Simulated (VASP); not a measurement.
# SiGe (P6_3mc) in VASP: a series of runs

Runs on SiGe. Level: PBEsol. Tasks: single point.

All numbers are computed with VASP 6.6.1; they aren't measurements. Logs are shortened: lines on timing, memory, paths and dates and some standing lists are left out, and cuts for length are marked.

**1. The cell of the first run**

It takes space group P6_3mc (No. 186, hexagonal). Conventional cell: a = 3.901 Å, b = 3.901 Å, c = 6.443 Å, α = 90.00°, β = 90.00°, γ = 120.00°. Si (site symmetry 3m) has 4 Ge at 2.34 to 2.42 Å within 3.1 Å. Within 3.1 Å of Ge (site symmetry 3m) lie 4 Si at 2.34 to 2.42 Å.

**2. Single point, PBEsol (all Ge atoms moved +0.075 Å, as atom 3 along Cartesian [0 0 1])**

Contents of INCAR:

```
  PREC = Accurate
  ENCUT = 520
  EDIFF = 1E-6
  ISMEAR = 0
  SIGMA = 0.03
  LREAL = False
  LASPH = True
  NELM = 60
  ALGO = Normal
  ISIF = 2
  LWAVE = False
  LCHARG = True
  GGA = PS
  LELF = True
  LVHAR = True
  NBANDS = 26
```

Contents of KPOINTS:

```
Automatic mesh
0
Gamma
  12 12 6
```

Contents of POSCAR:

```
SiGe
1.0
    3.9005968931      0.0000000000      0.0000000000
   -1.9502984466      3.3780159994      0.0000000000
    0.0000000000      0.0000000000      6.4433927721
Si Ge
2 2
Direct
    0.6666666667      0.3333333333      0.8745463420
    0.3333333333      0.6666666667      0.3745463420
    0.6666666667      0.3333333333      0.5120924885
    0.3333333333      0.6666666667      0.0120924885
```

Potentials or basis: VASP PAW PBE potentials, release 64 (Si, Ge_d).

Command:

```bash
cat potpaw_PBE.64/Si/POTCAR potpaw_PBE.64/Ge_d/POTCAR > POTCAR
mpirun -np 1 vasp_std > vasp.out
```

OUTCAR:

```text
PREC = Accurate
   ENCUT = 520
   EDIFF = 1E-6
   ISMEAR = 0
   LREAL = False
   LASPH = True
   NELM = 60
   ISIF = 2
   GGA = PS

 ion  position               nearest neighbor table
   1  0.667  0.333  0.875-   3 2.34   4 2.42   4 2.42   4 2.42
   2  0.333  0.667  0.375-   4 2.34   3 2.42   3 2.42   3 2.42
   3  0.667  0.333  0.512-   1 2.34   2 2.42   2 2.42   2 2.42
   4  0.333  0.667  0.012-   2 2.34   1 2.42   1 2.42   1 2.42

  LATTYP: Found a hexagonal cell.
 ALAT       =     3.9005968931
 C/A-ratio  =     1.6518991705

  Lattice vectors:

 A1 = (   3.9005968931,   0.0000000000,   0.0000000000)
 A2 = (  -1.9502984466,   3.3780159994,   0.0000000000)
 A3 = (   0.0000000000,   0.0000000000,   6.4433927721)

Analysis of symmetry for initial positions (statically):
=====================================================================
 Subroutine PRICEL returns:
 Original cell was already a primitive cell.

 Routine SETGRP: Setting up the symmetry group for a
 hexagonal supercell.

 Subroutine GETGRP returns: Found 12 space group operations
 (whereof  6 operations were pure point group operations)
 out of a pool of 24 trial point group operations.

The static configuration has the point symmetry C_3v.
 The point group associated with its full space group is C_6v.

Analysis of symmetry for dynamics (positions and initial velocities):
=====================================================================
 Subroutine PRICEL returns:
 Original cell was already a primitive cell.

 Routine SETGRP: Setting up the symmetry group for a
 hexagonal supercell.

 Subroutine GETGRP returns: Found 12 space group operations
 (whereof  6 operations were pure point group operations)
 out of a pool of 24 trial point group operations.

The dynamic configuration has the point symmetry C_3v.
 The point group associated with its full space group is C_6v.

 Subroutine INISYM returns: Found 12 space group operations
 (whereof  6 operations are pure point group operations),
 and found     1 'primitive' translations

----------------------------------------------------------------------------------------

                                     Primitive cell

  volume of cell :      84.8999

  direct lattice vectors                    reciprocal lattice vectors
     3.900596893  0.000000000  0.000000000     0.256371019  0.148015877  0.000000000
    -1.950298447  3.378015999  0.000000000     0.000000000  0.296031754  0.000000000
     0.000000000  0.000000000  6.443392772     0.000000000  0.000000000  0.155197741

  length of vectors
     3.900596893  3.900596893  6.443392772     0.296031754  0.296031754  0.155197741

  position of ions in fractional coordinates (direct lattice)
     0.666666667  0.333333333  0.874546342
     0.333333333  0.666666667  0.374546342
     0.666666667  0.333333333  0.512092489
     0.333333333  0.666666667  0.012092489

  ion indices of the primitive-cell ions
   primitive index   ion index
                 1           1
                 2           2
                 3           3
                 4           4

----------------------------------------------------------------------------------------

 KPOINTS: Automatic mesh

Automatic generation of k-mesh.
 Grid dimensions read from file:
 generate k-points for:   12   12    6

 Generating k-lattice:

  Cartesian coordinates                     Fractional coordinates (reciprocal lattice)
     0.021364252  0.012334656  0.000000000     0.083333333  0.000000000  0.000000000
     0.000000000  0.024669313  0.000000000     0.000000000  0.083333333  0.000000000
     0.000000000  0.000000000  0.025866290     0.000000000  0.000000000  0.166666667

  Length of vectors
     0.024669313  0.024669313  0.025866290

  Shift w.r.t. Gamma in fractional coordinates (k-lattice)
     0.000000000  0.000000000  0.000000000

 Subroutine IBZKPT returns following result:
 ===========================================

 Found     76 irreducible k-points:

 Following reciprocal coordinates:
            Coordinates               Weight
  0.000000  0.000000  0.000000      1.000000
  0.083333  0.000000  0.000000      6.000000
  0.166667  0.000000  0.000000      6.000000
  0.250000  0.000000  0.000000      6.000000
  0.333333  0.000000  0.000000      6.000000
  0.416667  0.000000  0.000000      6.000000
[... 16 lines left out ...]
  0.250000  0.000000  0.166667     12.000000
  0.333333  0.000000  0.166667     12.000000
 [... further k-points ...]
   k-points           NKPTS =     76   k-points in BZ     NKDIM =     76   number of bands    NBANDS=     26
   number of dos      NEDOS =    301   number of ions     NIONS =      4
   total plane-waves  NPLWV =  43200
   dimension x,y,z NGX =    30 NGY =   30 NGZ =   48
   dimension x,y,z NGXF=    60 NGYF=   60 NGZF=   96
   ions per type =               2   2
   NGX,Y,Z   is equivalent  to a cutoff of  12.79, 12.79, 12.38 a.u.
   NGXF,Y,Z  is equivalent  to a cutoff of  25.57, 25.57, 24.77 a.u.
 SYSTEM =  unknown system
   PREC   = accura    normal or accurate (medium, high low for compatibility)
   ISTART =      0    job   : 0-new  1-cont  2-samecut
   ICHARG =      2    charge: 1-file 2-atom 10-const
   ISPIN  =      1    spin polarized calculation?
   LNONCOLLINEAR =      F non collinear calculations
   LSORBIT =      F    spin-orbit coupling
   LASPH  =      T    aspherical Exc in radial PAW
   ENCUT  =  520.0 eV  38.22 Ry    6.18 a.u.   7.25  7.25 11.98*2*pi/ulx,y,z
   NELM   =     60;   NELMIN=  2; NELMDL= -5     # of ELM steps
   EDIFF  = 0.1E-05   stopping-criterion for ELM
   LREAL  =      F    real-space projection
   EDIFFG = 0.1E-04   stopping-criterion for IOM
   NSW    =      0    number of steps for IOM
   IBRION =     -1    ionic relax: 0-MD 1-quasi-New 2-CG
   NFREE  =      0    steps in history (QN), initial steepest desc. (CG)
   ISIF   =      2    stress and relaxation
   ISYM   =      2    0-nonsym 1-usesym 2-fastsym
   POTIM  = 0.5000    time-step for ionic-motion
   TEBEG  =    0.0;   TEEND  =   0.0 temperature during run
   PSTRESS=    0.0 pullay stress
   NELECT =      36.0000    total number of electrons
   NUPDOWN=      -1.0000    fix difference up-down
   EMIN   =  10.00;   EMAX   =-10.00  energy-range for DOS
   EFERMI =   0.00;   METHOD = LEGACY
   ISMEAR =     0;   SIGMA  =   0.03  broadening in eV -4-tet -1-fermi 0-gaus
   EFERMI_NEDOS =   21; number of points for ismear=-14 and -15
   IALGO  =     38    algorithm
   IMIX   =      4    mixing-type and parameters
     AMIX     =   0.40;   BMIX     =  1.00
     AMIX_MAG =   1.60;   BMIX_MAG =  1.00
  volume/ion in A,a.u.               =      21.22       143.23
  Fermi-wavevector in a.u.,A,eV,Ry     =   1.229910  2.324192 20.581230  1.512678
  Thomas-Fermi vector in A             =   2.364779
   LORBIT       =      0    0 simple, 1 ext, 2 COOP (PROOUT), +10 PAW based schemes
   GGA     = PS    functional components
   LHFCALC =     F    Hartree Fock is set to
   AEXX    =    0.0000 exact exchange contribution
   IVDW    =     0    specifies the selected vdW correction
   LEPSILON=     F    determine dielectric tensor
   LRPA    =     F    only Hartree local field effects (RPA)
 non-spin polarized calculation
 Gauss-broadening in eV      SIGMA  =   0.03
  energy-cutoff  :      520.00
  volume of cell :       84.90
 maximum number of plane-waves:      2316
 NGX is ok and might be reduce to    30
   NGX = 15   NGY = 15   NGZ = 23

 number of electron      35.9999976 magnetization

 Free energy of the ion-electron system (eV)
  ---------------------------------------------------
  ext. energy  EPLUGINS =         0.00000000
  ---------------------------------------------------
  free energy    TOTEN  =       -21.18831565 eV

  energy without entropy =      -21.18830587  energy(sigma->0) =      -21.18831076

 E-fermi :   5.8184     XC(G=0):  -9.8834

 val. band max:        5.7739408359   @ k =   0.0000   0.0000   0.0000
 cond. band min:       5.8766481574   @ k =   0.4167   0.0000   0.3333
 fundamental gap:      0.1027073215
 Fermi energy:         5.8183871269

 k-point     1 :       0.0000    0.0000    0.0000
  band No.  band energies     occupation
      1     -18.9802      2.00000
      2     -18.9797      2.00000
      3     -18.9684      2.00000
      4     -18.9684      2.00000
      5     -18.9650      2.00000
      6     -18.9650      2.00000
[... 18 lines left out ...]
     25       9.9641      0.00000
     26      11.9661      0.00000

 k-point     2 :       0.0833    0.0000    0.0000
  band No.  band energies     occupation
      1     -18.9799      2.00000
      2     -18.9795      2.00000
      3     -18.9686      2.00000
      4     -18.9681      2.00000
      5     -18.9650      2.00000
      6     -18.9646      2.00000
[... 18 lines left out ...]
     25      10.2776      0.00000
     26      11.3846      0.00000

 k-point     3 :       0.1667    0.0000    0.0000
  band No.  band energies     occupation
      1     -18.9792      2.00000
      2     -18.9788      2.00000
      3     -18.9691      2.00000
      4     -18.9674      2.00000
      5     -18.9652      2.00000
      6     -18.9635      2.00000
[... 18 lines left out ...]
     25      10.8611      0.00000
     26      11.0904      0.00000

 k-point     4 :       0.2500    0.0000    0.0000
  band No.  band energies     occupation
      1     -18.9791      2.00000
      2     -18.9775      2.00000
      3     -18.9696      2.00000
      4     -18.9665      2.00000
      5     -18.9651      2.00000
      6     -18.9620      2.00000
[... 18 lines left out ...]
     25      12.0242      0.00000
     26      12.2243      0.00000
[... 496 lines left out ...]
      1     -18.9793      2.00000
      2     -18.9789      2.00000
      3     -18.9688      2.00000
      4     -18.9671      2.00000
      5     -18.9654      2.00000
      6     -18.9637      2.00000
[... 18 lines left out ...]
     25      10.8481      0.00000
     26      11.0613      0.00000

 k-point    23 :       0.2500    0.0000    0.1667
  band No.  band energies     occupation
      1     -18.9791      2.00000
      2     -18.9778      2.00000
      3     -18.9692      2.00000
      4     -18.9662      2.00000
      5     -18.9654      2.00000
      6     -18.9623      2.00000
[... 18 lines left out ...]
     25      11.7812      0.00000
     26      11.9035      0.00000

 k-point    24 :       0.3333    0.0000    0.1667
  band No.  band energies     occupation
      1     -18.9792      2.00000
      2     -18.9768      2.00000
      3     -18.9696      2.00000
      4     -18.9655      2.00000
      5     -18.9651      2.00000
      6     -18.9610      2.00000
[... 18 lines left out ...]
     25      12.6259      0.00000
     26      12.9977      0.00000

 [... further k-points ...]
[... 5 lines left out ...]
  --------------------------------------------------------------------------------------
  -------------------------------------------------------------------------------------
  Total       -0.7936028     -0.7936028      1.6734836      0.0000000     -0.0000000      0.0000000
  in kB      -14.9763638    -14.9763638     31.5809125      0.0000000     -0.0000000      0.0000000
  external PRESSURE =       0.5427283 kB  Pullay stress =       0.0000000 kB

 VOLUME and BASIS-vectors are now :
 -----------------------------------------------------------------------------
  energy-cutoff  :      520.00
  volume of cell :       84.90
      direct lattice vectors                 reciprocal lattice vectors
     3.900596893  0.000000000  0.000000000     0.256371019  0.148015877  0.000000000
    -1.950298447  3.378015999  0.000000000     0.000000000  0.296031754  0.000000000
     0.000000000  0.000000000  6.443392772     0.000000000  0.000000000  0.155197741

 POSITION                                       TOTAL-FORCE (eV/Angst)
 -----------------------------------------------------------------------------------
      1.95030      1.12601      5.63505        -0.000000      0.000000      1.006216
     -0.00000      2.25201      2.41335         0.000000      0.000000      1.006216
      1.95030      1.12601      3.29961         0.000000     -0.000000     -1.006216
     -0.00000      2.25201      0.07792        -0.000000      0.000000     -1.006216
 -----------------------------------------------------------------------------------
    total drift:                               -0.000000     -0.000000      0.002843

  FREE ENERGIE OF THE ION-ELECTRON SYSTEM (eV)
  ---------------------------------------------------
  free  energy   TOTEN  =       -21.1883156463 eV

  energy  without entropy=      -21.1883058728  energy(sigma->0) =      -21.18831076
```

It took 2.4 min on 1 thread of Intel Xeon Platinum 8488C (Sapphire Rapids), shared host; peak memory 0.28 GiB.

What came out:

| Quantity | Value |
| --- | --- |
| Free energy | -21.1883 eV |
| Pressure | 0.1 GPa |
| Largest force | 1.006 eV/Å |
| Band gap on the k mesh | 0.10 eV (least direct gap 0.36 eV) |

Forces in eV/Å, atoms in the order of the input:
```
Si   0.000  0.000  1.006
Si   0.000  0.000  1.006
Ge   0.000  0.000 -1.006
Ge   0.000  0.000 -1.006
```

Stress tensor (GPa, compression positive):
```
-1.50  0.00  0.00
 0.00 -1.50  0.00
 0.00  0.00  3.16
```

Caveat: the cell differs from its parent crystal (all Ge atoms moved +0.075 Å, as atom 3 along Cartesian [0 0 1]); the PAW data sets were made with another functional, which shifts forces and pressure a little.

**3. Single point, PBEsol (all Ge atoms moved -0.075 Å, as atom 3 along Cartesian [0 0 1])**

Contents of INCAR:

```
SYSTEM = SiGe
PREC = Accurate
ENCUT = 520
EDIFF = 1E-6
ISMEAR = 0
SIGMA = 0.03
LREAL = .FALSE.
LASPH = .TRUE.
NELM = 80
ALGO = Normal
ISIF = 2
LWAVE = .FALSE.
LCHARG = .FALSE.
GGA = PS
NBANDS = 26
```

Contents of KPOINTS:

```
regular mesh
0
G
  12 12 6
  0 0 0
```

Changes to POSCAR since step 2:

```diff
@@ -10,3 +10,3 @@
     0.3333333333      0.6666666667      0.3745463420
-    0.6666666667      0.3333333333      0.5120924885
-    0.3333333333      0.6666666667      0.0120924885
+    0.6666666667      0.3333333333      0.4888128275
+    0.3333333333      0.6666666667     -0.0111871725
```

Potentials or basis: VASP PAW PBE potentials, release 64 (Si, Ge_d).

Command:

```bash
cat potpaw_PBE.64/Si/POTCAR potpaw_PBE.64/Ge_d/POTCAR > POTCAR
mpirun -np 1 vasp_std > vasp.out
```

Run time: 2.1 min. Hardware: 1 thread of Intel Xeon Platinum 8488C (Sapphire Rapids), shared host; peak memory 0.28 GiB.

Results (log left out):

```yaml
Free_energy: -21.1979 eV
Pressure: 0.2 GPa
Largest_force: 0.813 eV/Å
Band_gap_on_the_k_mesh: 0.15 eV
```

Forces on the atoms (eV/Å):
```
Si   0.000  0.000 -0.813
Si   0.000  0.000 -0.813
Ge   0.000  0.000  0.813
Ge   0.000  0.000  0.813
```

Stress tensor (GPa, compression positive):
```
 1.52  0.00  0.00
 0.00  1.52  0.00
 0.00  0.00 -2.32
```

Levels at points of the mesh, in eV from the valence-band top:
```tsv
k point	band 14	band 15	band 16	band 17	band 18	band 19	band 20	band 21	band 22	band 23
(0.00, 0.00, 0.00)	-1.76	-1.76	-0.30	-0.30	0.00	0.15	1.37	2.01	2.01	2.33
(0.50, 0.00, 0.00)	-6.66	-4.70	-3.36	-2.92	-1.83	0.15	1.80	3.40	3.52	3.89
(0.00, 0.00, 0.50)	-4.44	-1.17	-1.17	-1.17	-1.17	0.94	0.94	2.95	2.95	2.95
(0.50, 0.00, 0.50)	-7.79	-2.73	-2.73	-2.53	-2.53	0.57	0.57	1.53	1.53	5.90
```

Caveat: the cell differs from its parent crystal (all Ge atoms moved -0.075 Å, as atom 3 along Cartesian [0 0 1]); the PAW data sets were made with another functional, which shifts forces and pressure a little. A k mesh can miss the band edges.
